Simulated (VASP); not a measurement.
# CdHgS2 (P4/mmm) in VASP: notebook, part 2 of 2

VASP 6.6.1. Earlier steps stand in the parts before.

## (4) Relaxation of cell and atoms, PBE

This run uses another cell than the first one, of 22.31 Å³/atom, 0.976 times its volume.

File INCAR:

```
SYSTEM = CdHgS2
ALGO     = Normal         ! electronic algorithm
EDIFF    = 1E-6           ! SCF threshold, eV
EDIFFG   = -0.01          ! ionic threshold
ENCUT    = 600            ! plane-wave cutoff, eV
GGA      = PE             ! functional
IBRION   = 2              ! ionic algorithm
ISIF     = 3              ! what is computed and relaxed
ISMEAR   = 0              ! smearing method
LASPH    = .TRUE.         ! aspherical terms in the spheres
LCHARG   = .FALSE.        ! write CHGCAR
LREAL    = .FALSE.        ! projectors in reciprocal space
LWAVE    = .FALSE.        ! write WAVECAR
NELM     = 100            ! most SCF steps
NSW      = 100            ! ionic steps
PREC     = Accurate       ! precision mode
SIGMA    = 0.1            ! smearing width, eV
```

File KPOINTS:

```
k-points
0
G
  10 10 14
  0 0 0
```

File POSCAR:

```
CdHgS2
1.0
    5.1414042688      0.0000000000      0.0000000000
    0.0000000000      5.1414042688      0.0000000000
    0.0000000000      0.0000000000      3.3756895547
Cd Hg S
1 1 2
Direct
    0.5000000000      0.5000000000      0.5000000000
    0.0000000000      0.0000000000      0.0000000000
    0.5000000000      0.0000000000      0.0000000000
    0.0000000000      0.5000000000      0.0000000000
```

Potentials or basis: VASP PAW PBE potentials, release 64 (Cd, Hg, S).

Command:

```console
cat potpaw_PBE.64/Cd/POTCAR potpaw_PBE.64/Hg/POTCAR potpaw_PBE.64/S/POTCAR > POTCAR
mpirun -np 1 vasp_std > vasp.out
```

OUTCAR:

```text
SYSTEM = CdHgS2
   EDIFF = 1E-6
   EDIFFG = -0.01
   ENCUT = 600
   GGA = PE
   IBRION = 2
   ISIF = 3
   ISMEAR = 0
   LASPH = .TRUE.
   LREAL = .FALSE.
   NELM = 100
   NSW = 100
   PREC = Accurate

 ion  position               nearest neighbor table
   1  0.500  0.500  0.500-   3 3.08   4 3.08   3 3.08   4 3.08   3 3.08   3 3.08   4 3.08   4 3.08

   2  0.000  0.000  0.000-   3 2.57   4 2.57   4 2.57   3 2.57
   3  0.500  0.000  0.000-   2 2.57   2 2.57   1 3.08   1 3.08   1 3.08   1 3.08
   4  0.000  0.500  0.000-   2 2.57   2 2.57   1 3.08   1 3.08   1 3.08   1 3.08

  LATTYP: Found a simple tetragonal cell.
 ALAT       =     5.1414042688
 C/A-ratio  =     0.6565695631

  Lattice vectors:

 A1 = (   5.1414042688,   0.0000000000,   0.0000000000)
 A2 = (   0.0000000000,   5.1414042688,   0.0000000000)
 A3 = (   0.0000000000,   0.0000000000,   3.3756895547)

Analysis of symmetry for initial positions (statically):
[... 260 lines left out ...]
 cond. band min:       3.0442968994   @ k =   0.1000   0.0000   0.5000
 fundamental gap:      0.0053547371
 Fermi energy:         3.0442661404

 k-point     1 :       0.0000    0.0000    0.0000
  band No.  band energies     occupation
      1     -10.3706      2.00000
      2      -9.3902      2.00000
      3      -5.3367      2.00000
      4      -5.1385      2.00000
      5      -5.0513      2.00000
      6      -5.0513      2.00000
[... 742 lines left out ...]
--------------------------------------- Ionic step        7  -------------------------------------------

 number of electron      35.9999992 magnetization

 Free energy of the ion-electron system (eV)
  ---------------------------------------------------
  ext. energy  EPLUGINS =         0.00000000
  ---------------------------------------------------
  free energy    TOTEN  =        -8.70216208 eV

  energy without entropy =       -8.69416475  energy(sigma->0) =       -8.69816341

 E-fermi :   2.7738     XC(G=0):  -9.9258

 val. band max:        2.7570924897   @ k =   0.1000   0.1000   0.0000
 cond. band min:       2.7959010337   @ k =   0.3000   0.3000   0.4286
 fundamental gap:      0.0388085441
 Fermi energy:         2.7738363540

 k-point     1 :       0.0000    0.0000    0.0000
  band No.  band energies     occupation
      1     -10.4695      2.00000
      2      -9.5247      2.00000
      3      -5.5437      2.00000
      4      -5.3688      2.00000
      5      -5.2953      2.00000
      6      -5.2953      2.00000
[... 622 lines left out ...]
  FREE ENERGIE OF THE ION-ELECTRON SYSTEM (eV)
  ---------------------------------------------------
  free  energy   TOTEN  =        -8.7021620764 eV

  energy  without entropy=       -8.6941647496  energy(sigma->0) =       -8.69816341

 reached required accuracy - stopping structural energy minimisation
```

Run time: 13 min. Hardware: 1 thread of Intel Xeon 6975P-C (Granite Rapids), shared host; peak memory 0.56 GiB.

What came out:

```
Free energy                            : -8.7022 eV
Relaxed volume                         : 22.96 Å³/atom
Relaxed cell                           : a = 5.059 Å, b = 5.059 Å, c = 3.588 Å, α = 90.00°, β = 90.00°, γ = 90.00°
Space group after relaxing (to 0.05 Å) : P4/mmm (No. 123)
Energy gained by relaxing              : 10.7 meV/atom
Ionic steps                            : 7
Pressure after relaxing                : 0.0 GPa
Band gap on the k mesh                 : zero (band 18 reaches 4.02 eV, above the bottom of band 19 at 1.59 eV)
```

Step by step:
```
step  energy change (eV)  largest force (eV/Å)  pressure (GPa)  volume (Å³)
   1              0.0000                0.0000            0.03        89.23
   2             -0.0169                0.0000            0.36        89.27
   3             -0.0322                0.0000            1.42        89.28
   4             -0.0404                0.0000            0.67        90.84
   5             -0.0414                0.0000            0.33        91.63
   6             -0.0425                0.0000            0.10        91.78
   7             -0.0426                0.0000           -0.01        91.85
```

Final structure:
```yaml
crystal:
  lattice:
    - [5.05940, 0.00000, 0.00000]
    - [0.00000, 5.05940, 0.00000]
    - [0.00000, 0.00000, 3.58807]
  atoms:
    - { symbol: Cd, position: [0.50000, 0.50000, 0.50000] }
    - { symbol: Hg, position: [0.00000, 0.00000, 0.00000] }
    - { symbol: S, position: [0.50000, 0.00000, 0.00000] }
    - { symbol: S, position: [0.00000, 0.50000, 0.00000] }
```

Levels at points of the mesh, in eV from the Fermi level:
| k point | band 15 | band 16 | band 17 | band 18 | band 19 | band 20 | band 21 | band 22 |
| --- | --- | --- | --- | --- | --- | --- | --- | --- |
| (0.00, 0.00, 0.00) | -2.16 | -1.60 | -1.60 | -1.09 | -0.99 | -0.12 | 6.64 | 7.28 |
| (0.50, 0.00, 0.00) | -3.50 | -2.25 | -0.44 | -0.25 | 1.89 | 3.31 | 4.70 | 5.93 |
| (0.50, 0.50, 0.00) | -0.34 | -0.03 | -0.03 | 1.17 | 3.47 | 3.63 | 3.63 | 5.01 |
| (0.00, 0.00, 0.50) | -3.38 | -1.98 | -0.82 | -0.82 | -0.47 | 2.56 | 2.60 | 3.74 |
| (0.50, 0.00, 0.50) | -3.10 | -3.09 | -2.50 | -1.06 | 1.43 | 2.30 | 4.07 | 4.35 |
| (0.50, 0.50, 0.50) | -2.64 | -2.64 | -0.83 | -0.28 | 0.80 | 1.39 | 6.31 | 6.31 |

Caveat: spin-orbit coupling is left out, which moves the levels of the heavy elements.

## (5) Single point, PBE

This run uses another cell than the first one, of 22.31 Å³/atom, 0.976 times its volume.

File INCAR:

```
SYSTEM = CdHgS2
ALGO     = Normal         ! electronic algorithm
EDIFF    = 1E-6           ! SCF threshold, eV
ENCUT    = 540            ! plane-wave cutoff, eV
GGA      = PE             ! functional
GGA_COMPAT= .FALSE.      
ISIF     = 2              ! what is computed and relaxed
ISMEAR   = 0              ! smearing method
LASPH    = .TRUE.         ! aspherical terms in the spheres
LCHARG   = .FALSE.        ! write CHGCAR
LREAL    = .FALSE.        ! projectors in reciprocal space
LWAVE    = .FALSE.        ! write WAVECAR
NBANDS   = 34             ! bands
NELM     = 120            ! most SCF steps
PREC     = Accurate       ! precision mode
SIGMA    = 0.1            ! smearing width, eV
```

File KPOINTS:

```
k-points
0
G
  4 4 6
  0 0 0
```

POSCAR is that of step 4.

Potentials or basis: VASP PAW PBE potentials, release 64 (Cd_sv_GW, Hg_sv_GW, S).

Command:

```console
cat potpaw_PBE.64/Cd_sv_GW/POTCAR potpaw_PBE.64/Hg_sv_GW/POTCAR potpaw_PBE.64/S/POTCAR > POTCAR
mpirun -np 1 vasp_std > vasp.out
```

Run time: 37 s. Hardware: 1 thread of Intel Xeon Platinum 8559C (Emerald Rapids), shared host; peak memory 0.27 GiB.

It converged, with:

```
Free energy            : -8.7576 eV
Pressure               : -0.7 GPa
Band gap on the k mesh : zero (band 26 reaches 5.69 eV, above the bottom of band 27 at 3.56 eV)
```

Levels at points of the mesh, in eV from the Fermi level:
| k point | band 23 | band 24 | band 25 | band 26 | band 27 | band 28 | band 29 | band 30 |
| --- | --- | --- | --- | --- | --- | --- | --- | --- |
| (0.00, 0.00, 0.00) | -2.58 | -1.97 | -1.97 | -1.36 | -0.69 | 0.08 | 6.87 | 7.00 |
| (0.50, 0.00, 0.00) | -3.62 | -2.65 | -0.16 | -0.01 | 1.73 | 2.76 | 4.83 | 5.62 |
| (0.50, 0.50, 0.00) | -0.71 | 0.16 | 0.16 | 0.77 | 3.39 | 3.39 | 3.42 | 4.47 |
| (0.00, 0.00, 0.50) | -3.27 | -2.52 | -0.98 | -0.98 | -0.32 | 2.11 | 2.49 | 3.56 |
| (0.50, 0.00, 0.50) | -3.01 | -2.93 | -2.68 | -1.19 | 1.29 | 1.91 | 3.86 | 4.10 |
| (0.50, 0.50, 0.50) | -3.09 | -3.09 | -0.74 | -0.57 | 0.55 | 1.10 | 6.07 | 6.17 |

Caveat: spin-orbit coupling is left out, which moves the levels of the heavy elements.

## (6) Overview

| task | potentials or basis | cell | k mesh | cutoff (eV) | second run | gap on the mesh (eV) | pressure (GPa) |
| --- | --- | --- | --- | --- | --- | --- | --- |
| single point | VASP PAW PBE potentials, release 64 (Cd, Hg, S) | a = 5.046, b = 5.046, c = 3.590 Å, 4 atoms | 10 × 10 × 14 | 520 | - | none | 0.4 |
| single point | VASP PAW PBE potentials, release 64 (Cd, Hg, S) | a = 5.141, b = 5.141, c = 3.376 Å, 4 atoms | 4 × 4 × 6 | 520 | - | none | 0.3 |
| relaxation of cell and atoms | VASP PAW PBE potentials, release 64 (Cd, Hg, S) | relaxed from a = 5.141, b = 5.141, c = 3.376 Å, 4 atoms | 10 × 10 × 14 | 600 | - | none | 0.0 |
| single point | VASP PAW PBE potentials, release 64 (Cd_sv_GW, Hg_sv_GW, S) | a = 5.141, b = 5.141, c = 3.376 Å, 4 atoms | 4 × 4 × 6 | 540 | valence_matched | none | -0.7 |

Alike in all rows: level PBE; no spin polarisation; smearing gaussian 0.1 eV.

Caveats: spin-orbit coupling is left out, which moves the levels of the heavy elements.

Total energies depend on the potentials used, so only differences within one code and one set of settings carry meaning.
